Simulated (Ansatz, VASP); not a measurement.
## One calculation of MgO, two programs

```
Mg O
1.0
     3.48638    0.00000    0.00000
    -1.74319    3.01929    0.00000
     0.00000    0.00000    4.17804
Mg O
2 2
Cartesian
  1.7432 1.0064 3.1335
  0.0000 2.0129 1.0445
  1.7432 1.0064 1.0445
  0.0000 2.0129 3.1335
```

Alike in both runs: task single point; functional PBEsol; k mesh 12 × 12 × 6; no spin polarisation.

```csv
,VASP,Ansatz
version,VASP 6.6.1,Ansatz 0.2.0
potentials or method,"VASP PAW PBE potentials, release 64 (Mg, O)","plane waves, PAW"
plane-wave cutoff (eV),520,420
occupations,"gaussian, width 0.01 eV",fixed
valence electrons in the cell,16,32
```

```csv
,VASP,Ansatz,Ansatz less VASP
gap on the k mesh at the Fermi level (eV),3.31,3.32,+0.003
```

VASP's potentials were made for PBE, not for PBEsol. VASP's potentials hold 16 valence electrons a cell and Ansatz's 32, so a difference there can come from the potentials and not from the codes.
